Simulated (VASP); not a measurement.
MoS2:

```xyz
6
Lattice="3.1851 0.0000 0.0000 -1.5925 2.7584 0.0000 0.0000 0.0000 14.5118" Properties=species:S:1:pos:R:3 pbc="T T T"
Mo    1.5925    0.9195    3.6280
Mo    0.0000    1.8389   10.8839
S     1.5925    0.9195    9.3526
S     0.0000    1.8389    5.1592
S     1.5925    0.9195   12.4152
S     0.0000    1.8389    2.0967
```

This cell differs from its parent crystal: strain along c alone, the other axes held: -2.0 %.

| Item | Value |
| --- | --- |
| Program | VASP 6.6.1 |
| Task | relaxation of the atoms |
| Functional | PBE |
| Potentials or basis | VASP PAW PBE potentials, release 64 (Mo_sv, S) |
| Cutoff | 520 eV |
| k mesh | 12 × 12 × 2 |
| Occupations | gaussian, width 0.02 eV |
| Spin | no spin polarisation |

At the start: pressure 2.5 GPa; volume 21.25 Å³/atom.

How do energy, volume and symmetry change on relaxing?

Over 3 steps the energy falls by 5.9 meV/atom at a fixed cell; space group P6_3/mmc (No. 194, to 0.1 Å) before and after.

Step by step:
| step | energy change (eV) | largest force (eV/Å) | pressure (GPa) |
| --- | --- | --- | --- |
| 1 | 0.0000 | 0.5910 | 2.53 |
| 2 | -0.0355 | 0.0397 | 0.14 |
| 3 | -0.0357 | 0.0003 | -0.04 |

Final structure:
```cif
data_structure
_symmetry_space_group_name_H-M 'P 1'
_symmetry_Int_Tables_number 1
_cell_length_a 3.1851
_cell_length_b 3.1851
_cell_length_c 14.5118
_cell_angle_alpha 90.000
_cell_angle_beta 90.000
_cell_angle_gamma 120.000
_cell_volume 127.49
loop_
_atom_site_label
_atom_site_type_symbol
_atom_site_fract_x
_atom_site_fract_y
_atom_site_fract_z
_atom_site_occupancy
Mo1 Mo 0.66667 0.33333 0.25000 1
Mo2 Mo 0.33333 0.66667 0.75000 1
S1 S 0.66667 0.33333 0.64237 1
S2 S 0.33333 0.66667 0.35763 1
S3 S 0.66667 0.33333 0.85763 1
S4 S 0.33333 0.66667 0.14237 1
```

Caveat: the cell differs from its parent crystal (strain along c alone, the other axes held: -2.0 %); this functional lacks dispersion, which binds layers or chains, so the pressure and a relaxed spacing across them are unreliable.
